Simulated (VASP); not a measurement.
Set up this calculation in VASP 6.6.1, as the native input.

```yaml
Task: single point
Functional: HSE06
Potentials_or_basis: VASP PAW PBE potentials, release 64 (Cu, I)
Cutoff: 520 eV
k_mesh: 4 × 4 × 4
Occupations: fermi-dirac, width 0.02 eV
Spin: no spin polarisation
Dipole_correction: no
Grid_for_exact_exchange_PRECFOCK: Normal
Further_INCAR_settings: ALGO = Normal; EDIFF = 1e-06; NBANDS = 16
Share_of_exact_exchange: 0.25
Screening_parameter: 0.2079 1/Å
```

The system is CuI.

```xyz
2
Lattice="0.0000 3.0529 3.0529 3.0529 0.0000 3.0529 3.0529 3.0529 0.0000" Properties=species:S:1:pos:R:3 pbc="T T T"
Cu    0.0000    0.0000    0.0000
I     1.5264    1.5264    1.5264
```

The input as run:

POSCAR

```
CuI
1.0
    0.0000000000      3.0528997029      3.0528997029
    3.0528997029      0.0000000000      3.0528997029
    3.0528997029      3.0528997029      0.0000000000
Cu I
1 1
Direct
    0.0000000000      0.0000000000      0.0000000000
    0.2500000000      0.2500000000      0.2500000000
```

INCAR.step1

```
PREC = Accurate
ENCUT = 520
EDIFF = 1E-5
ISMEAR = -1
SIGMA = 0.02
LREAL = F
LASPH = T
NELM = 60
ALGO = Normal
ISIF = 2
LWAVE = T
LCHARG = F
NBANDS = 16
GGA = PE
```

INCAR.step2

```
PREC = Accurate
ENCUT = 520
EDIFF = 1E-6
ISMEAR = -1
SIGMA = 0.02
LREAL = F
LASPH = T
NELM = 60
ALGO = Normal
ISIF = 2
LWAVE = F
LCHARG = F
GGA = PE
LHFCALC = T
HFSCREEN = 0.2079
PRECFOCK = Normal
NBANDS = 16
ISTART = 1
```

KPOINTS

```
Automatic mesh
0
Gamma
  4 4 4
```

Potentials or basis: VASP PAW PBE potentials, release 64 (Cu, I).

Launch:

```console
$ cat potpaw_PBE.64/Cu/POTCAR potpaw_PBE.64/I/POTCAR > POTCAR
$ cp INCAR.step1 INCAR
$ mpirun -np 1 vasp_std > vasp.out
$ cp INCAR.step2 INCAR
$ mpirun -np 1 vasp_std > vasp.out
```

Results of the run:

```
Pressure               : -0.2 GPa
Band gap on the k mesh : 2.55 eV
```

Caveat: the k points lie up to 0.45 Å⁻¹ apart; the PAW data sets were made with another functional, which shifts forces and pressure a little; spin-orbit coupling is left out, which moves the levels of the heavy elements.

Run time: 13 min on 1 thread of Intel Xeon 8259CL, on a shared host, peak memory 0.3 GiB.
